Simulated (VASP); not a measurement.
Write the native input for VASP 6.6.1 that does the following.

| Item | Value |
| --- | --- |
| Task | single point |
| Functional | LDA |
| Potentials or basis | VASP PAW LDA potentials, release 64 (Ni, Al) |
| Cutoff | 520 eV |
| k mesh | 9 × 9 × 9 |
| Occupations | fermi-dirac, width 0.05 eV |
| Spin | collinear spin, ferromagnetic start |
| Starting moments | [1.0, 0.0] μB |
| Dipole correction | no |
| Further INCAR settings | ALGO = Fast; EDIFF = 1e-07; NBANDS = 18 |

The structure of AlNi lies in POSCAR:

```
AlNi
1.0
    2.8616638469      0.0000000000      0.0000000000
    0.0000000000      2.8616638469      0.0000000000
    0.0000000000      0.0000000000      2.8616638469
Ni Al
1 1
Direct
    0.5000000000      0.5000000000      0.5000000000
    0.0000000000      0.0000000000      0.0000000000
```

These files were run (other wordings do the same):

INCAR

```
PREC = Accurate
ENCUT = 520
EDIFF = 1E-7
ISMEAR = -1
SIGMA = 0.05
LREAL = False
LASPH = True
NELM = 150
ALGO = Fast
ISIF = 2
LWAVE = False
LCHARG = False
ISPIN = 2
MAGMOM = 1 0
LORBIT = 11
LMAXMIX = 4
GGA = CA
NBANDS = 18
```

KPOINTS

```
Automatic mesh
0
Gamma
  9 9 9
```

Potentials or basis: VASP PAW LDA potentials, release 64 (Ni, Al).

Run with:

```sh
$ cat potpaw_LDA.64/Ni/POTCAR potpaw_LDA.64/Al/POTCAR > POTCAR
$ mpirun -np 1 vasp_std > vasp.out
```

It gave:

| Item | Value |
| --- | --- |
| Pressure | -5.1 GPa |
| Net moment | 0.00 μB per cell |
| Valence electrons inside the program's atomic spheres | Ni 9.53; Al 0.82 |

Wall time 27 s on 1 thread of Intel(R) Xeon(R) Platinum 8488C (Sapphire Rapids) (shared host), peak memory 0.14 GiB.
